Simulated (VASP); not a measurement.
Wanted: the native input for a VASP 6.6.1 run.

| Item | Value |
| --- | --- |
| Task | single point |
| Functional | PBE |
| Potentials or basis | VASP PAW PBE potentials, release 64 (Ni, O) |
| Cutoff | 520 eV |
| k mesh | 11 × 11 × 11 |
| Occupations | fermi-dirac, width 0.05 eV |
| Spin | collinear spin, ferromagnetic start |
| Starting moments | [1.0, 0.0] μB |
| Hubbard terms | Ni d U = 3.0 eV |
| Dipole correction | no |
| Further INCAR settings | ALGO = Normal; EDIFF = 1e-06; NBANDS = 19 |

The structure of NiO lies in POSCAR:

```
NiO
1.0
    0.0000000000      2.0859016414      2.0859016414
    2.0859016414      0.0000000000      2.0859016414
    2.0859016414      2.0859016414      0.0000000000
Ni O
1 1
Direct
    0.0000000000      0.0000000000      0.0000000000
    0.5000000000      0.5000000000      0.5000000000
```

The input as run:

INCAR

```
  PREC = Accurate
  ENCUT = 520
  EDIFF = 1E-6
  ISMEAR = -1
  SIGMA = 0.05
  LREAL = F
  LASPH = T
  NELM = 150
  ALGO = Normal
  ISIF = 2
  LWAVE = F
  LCHARG = F
  ISPIN = 2
  MAGMOM = 1 0
  LORBIT = 11
  LMAXMIX = 4
  LDAU = T
  LDAUTYPE = 2
  LDAUL = 2 -1
  LDAUU = 3 0
  LDAUJ = 0 0
  LDAUPRINT = 1
  GGA = PE
  NBANDS = 19
```

KPOINTS

```
Automatic mesh
0
Gamma
  11 11 11
```

Potentials or basis: VASP PAW PBE potentials, release 64 (Ni, O).

Launch:

```console
$ cat potpaw_PBE.64/Ni/POTCAR potpaw_PBE.64/O/POTCAR > POTCAR
$ mpirun -np 1 vasp_std > vasp.out
```

It gave:

```json
{
  "Pressure": "6.6 GPa",
  "Band gap on the k mesh": "0.86 eV, indirect (least direct gap 1.69 eV)",
  "Net moment": "2.00 μB per cell",
  "Site moments": "Ni +1.72; O +0.25 μB",
  "Valence electrons inside the program's atomic spheres": "Ni 8.98; O 5.02"
}
```

Caveat: a cell with one magnetic atom can't hold antiferromagnetic order, which such compounds often take.

Run time: 35 s on 1 thread of Intel(R) Xeon(R) Platinum 8259CL CPU @ 2.50GHz (Skylake/Cascade Lake) (shared host), peak memory 0.17 GiB.
